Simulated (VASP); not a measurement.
Runs of VASP 6.6.1 on AlN. The structure is that of space group Fm-3m (No. 225), or close to it. The cells are those of the table. 

```csv
level,cell,k mesh,smearing,grid for exact exchange (PRECFOCK),share of exact exchange,screening parameter,gap on the mesh (eV),pressure (GPa)
PBE,"a = 2.716 Å, angles 60.0°, 2 atoms",10 × 10 × 10,fermi-dirac 0.02 eV,-,-,-,4.99,(b)
HSE06,"a = 2.716 Å, angles 60.0°, 2 atoms",8 × 8 × 8,gaussian 0.01 eV,Normal,0.25,0.2079 1/Å,6.37,(a)
r2SCAN,"a = 2.716 Å, angles 60.0°, 2 atoms",10 × 10 × 10,gaussian 0.01 eV,-,-,-,(c),54.5
PBE,"a = 2.858 Å, angles 60.2°, 2 atoms",10 × 10 × 10,fermi-dirac 0.02 eV,-,-,-,4.54,4.2
r2SCAN,"a = 2.858 Å, angles 60.2°, 2 atoms",10 × 10 × 10,gaussian 0.01 eV,-,-,-,5.41,-2.7
```

Alike in all rows: task single point; potentials or basis VASP PAW PBE potentials, release 64 (Al, N); no spin polarisation; cutoff (eV) 520.

Estimate the missing entries.

(a) 53.7; (b) 61.5; (c) 5.68.

Caveats: the cell stands under pressure (at least some runs); the PAW data sets were made with another functional, which shifts forces and pressure a little (at least some runs).

A k mesh can miss the band edges.
